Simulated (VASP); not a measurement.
# Ag (P6_3/mmc) in VASP: a series of runs, part 2 of 2

VASP 6.6.1.

## 4. Relaxation of cell and atoms, PBE+D4

File INCAR:

```
  PREC = Accurate
  ENCUT = 600
  EDIFF = 1E-6
  ISMEAR = -1
  SIGMA = 0.05
  LREAL = False
  LASPH = True
  NELM = 80
  ALGO = Normal
  ISIF = 3
  LWAVE = False
  LCHARG = False
  GGA = PE
  IVDW = 13
  IBRION = 2
  NSW = 60
  EDIFFG = -0.01
```

File KPOINTS:

```
Automatic mesh
0
Gamma
  10 10 6
```

File POSCAR:

```
Ag
1.0
    2.9300000000      0.0000000000      0.0000000000
   -1.4650000000      2.5374544331      0.0000000000
    0.0000000000      0.0000000000      4.7900000000
Ag
2
Direct
    0.6666666667      0.3333333333      0.7500000000
    0.3333333333      0.6666666667      0.2500000000
```

Potentials or basis: VASP PAW PBE potentials, release 64 (Ag).

Started as:

```sh
> cat potpaw_PBE.64/Ag/POTCAR > POTCAR
> mpirun -np 1 vasp_std > vasp.out
```

OUTCAR:

```text
PREC = Accurate
   ENCUT = 600
   EDIFF = 1E-6
   ISMEAR = -1
   LREAL = False
   LASPH = True
   NELM = 80
   ISIF = 3
   GGA = PE
   IVDW = 13
   IBRION = 2
   NSW = 60
   EDIFFG = -0.01

 ion  position               nearest neighbor table
   1  0.667  0.333  0.750-   2 2.93   2 2.93   2 2.93   2 2.93   2 2.93   2 2.93
   2  0.333  0.667  0.250-   1 2.93   1 2.93   1 2.93   1 2.93   1 2.93   1 2.93

  LATTYP: Found a hexagonal cell.
 ALAT       =     2.9300000000
 C/A-ratio  =     1.6348122867

  Lattice vectors:

 A1 = (   2.9300000000,   0.0000000000,   0.0000000000)
 A2 = (  -1.4650000000,   2.5374544331,   0.0000000000)
 A3 = (   0.0000000000,   0.0000000000,   4.7900000000)

Analysis of symmetry for initial positions (statically):
=====================================================================
 Subroutine PRICEL returns:
 Original cell was already a primitive cell.
[... 499 lines left out ...]
  free energy    TOTEN  =        -5.39754967 eV

  energy without entropy =       -5.39181133  energy(sigma->0) =       -5.39468050

 E-fermi :   8.4052     XC(G=0): -12.1990

 val. band max:        8.2357883581   @ k =   0.3000   0.0000   0.3333
 cond. band min:       8.4498618791   @ k =   0.3000   0.2000   0.3333
 fundamental gap:      0.2140735211
 Fermi energy:         8.4051620006

 k-point     1 :       0.0000    0.0000    0.0000
  band No.  band energies     occupation
      1       0.6533      2.00000
      2       2.0274      2.00000
      3       3.6295      2.00000
      4       3.7054      2.00000
      5       3.7054      2.00000
      6       3.9483      2.00000
      7       3.9483      2.00000
      8       4.2722      2.00000
      9       4.2722      2.00000
     10       5.3028      2.00000
     11       5.3028      2.00000
     12       8.0521      1.99829
     13      12.0670      0.00000
     14      24.0212      0.00000
[... 401 lines left out ...]
      2       2.3249      2.00000
      3       2.9350      2.00000
      4       3.3616      2.00000
      5       3.6199      2.00000
      6       4.2461      2.00000
      7       4.7632      2.00000
      8       5.2364      2.00000
      9       5.3618      2.00000
     10       5.4887      2.00000
     11       8.1558      1.98644
     12      10.9054      0.00000
     13      13.7853      0.00000
     14      15.7858      0.00000
     15      17.9556      0.00000

 [... further k-points ...]

------------------------ aborting loop because EDIFF is reached ----------------------------------------

  DFT-D4 for vdW energy calculation

  Edisp (eV):   -1.13359
[... 25 lines left out ...]
  FREE ENERGIE OF THE ION-ELECTRON SYSTEM (eV)
  ---------------------------------------------------
  free  energy   TOTEN  =        -6.5311360795 eV

  energy  without entropy=       -6.5253977429  energy(sigma->0) =       -6.52826691

 reached required accuracy - stopping structural energy minimisation
```

OSZICAR:

```text
N       E                     dE             d eps       ncg     rms          rms(c)
DAV:   1     0.129772749747E+03    0.12977E+03   -0.12873E+04  1680   0.162E+03
DAV:   2    -0.440125429967E+01   -0.13417E+03   -0.12898E+03  1750   0.310E+02
[... 57 lines left out ...]
   8 F= -.65311346E+01 E0= -.65282578E+01  d E =-.118505E-03
       N       E                     dE             d eps       ncg     rms          rms(c)
DAV:   1    -0.539850229603E+01   -0.28206E-02   -0.14400E-02  1680   0.141E+00    0.199E-01
DAV:   2    -0.539758406097E+01    0.91824E-03   -0.26462E-03  1680   0.598E-01    0.620E-02
DAV:   3    -0.539756013859E+01    0.23922E-04   -0.40620E-05  1876   0.648E-02    0.432E-02
DAV:   4    -0.539754953332E+01    0.10605E-04   -0.85533E-06  1778   0.262E-02    0.353E-03
DAV:   5    -0.539754966533E+01   -0.13201E-06   -0.29462E-07  1050   0.611E-03
   9 F= -.65311361E+01 E0= -.65282669E+01  d E =-.143565E-05
```

CONTCAR:

```text
Ag
   1.00000000000000
     2.8951052206213079    0.0000000000000000    0.0000000000000000
    -1.4475526103106540    2.5072346676981825    0.0000000000000000
     0.0000000000000000   -0.0000000000000000    4.7046904767021784
  Ag
     2
Direct
     0.6666666667000030    0.3333333332999970    0.7500000000000000
     0.3333333332999970    0.6666666667000030    0.2500000000000000

  0.00000000E+00  0.00000000E+00  0.00000000E+00
  0.00000000E+00  0.00000000E+00  0.00000000E+00
```

Wall time 3 min (1 thread of Intel Xeon 8259CL, shared host); peak memory 0.19 GiB.

What came out:

* Free energy: -6.5311 eV
* Relaxed volume: 17.07 Å³/atom
* Relaxed cell: a = 2.895 Å, b = 2.895 Å, c = 4.705 Å, α = 90.00°, β = 90.00°, γ = 120.00°
* Space group after relaxing (to 0.1 Å): P6_3/mmc (No. 194)
* Energy gained by relaxing: 10.2 meV/atom
* Ionic steps: 9
* Pressure after relaxing: -0.1 GPa
* Band gap on the k mesh: zero (bands 11 and 12 overlap by 6.54 eV)
* Dispersion energy per atom: -0.567 eV

The path:
```tsv
step	energy change (eV)	largest force (eV/Å)	pressure (GPa)	volume (Å³)
1	0.0000	0.0000	-4.11	35.61
2	-0.0135	0.0000	2.80	33.31
3	-0.0203	0.0000	0.01	34.12
4	-0.0203	0.0000	0.08	34.09
5	-0.0204	0.0000	0.10	34.09
6	-0.0204	0.0000	0.11	34.09
7	-0.0204	0.0000	0.10	34.09
8	-0.0204	0.0000	0.10	34.09
9	-0.0204	0.0000	-0.08	34.15
```

Final structure:
```cif
data_structure
_symmetry_space_group_name_H-M 'P 1'
_symmetry_Int_Tables_number 1
_cell_length_a 2.8951
_cell_length_b 2.8951
_cell_length_c 4.7047
_cell_angle_alpha 90.000
_cell_angle_beta 90.000
_cell_angle_gamma 120.000
_cell_volume 34.15
loop_
_atom_site_label
_atom_site_type_symbol
_atom_site_fract_x
_atom_site_fract_y
_atom_site_fract_z
_atom_site_occupancy
Ag1 Ag 0.66667 0.33333 0.75000 1
Ag2 Ag 0.33333 0.66667 0.25000 1
```

Levels at points of the mesh, in eV from the Fermi level:
```csv
k point,band 7,band 8,band 9,band 10,band 11,band 12,band 13,band 14,band 15
"(0.00, 0.00, 0.00)",-4.46,-4.13,-4.13,-3.10,-3.10,-0.35,3.66,15.62,17.68
"(0.50, 0.00, 0.00)",-3.82,-2.98,-2.90,-2.84,0.10,1.53,6.93,7.18,9.43
"(0.00, 0.00, 0.50)",-4.53,-4.53,-3.42,-3.42,-3.42,-3.42,11.25,11.25,15.98
"(0.50, 0.00, 0.50)",-3.15,-3.15,-2.89,-2.89,0.76,0.76,4.58,4.58,13.58
```

## 5. The runs side by side

| level | gap on the mesh (eV) | pressure (GPa) | relaxed volume (Å³/atom) |
| --- | --- | --- | --- |
| PBE | none | 0.0 | 17.90 |
| PBE+D3(BJ) | none | 0.0 | 16.94 |
| PBE+D4 | none | -0.1 | 17.07 |

Alike in all rows: task relaxation of cell and atoms; potentials or basis VASP PAW PBE potentials, release 64 (Ag); no spin polarisation; cell relaxed; k mesh 10 × 10 × 6; cutoff (eV) 600; smearing fermi-dirac 0.05 eV.

Absolute energies hang on the potentials; compare differences alone.
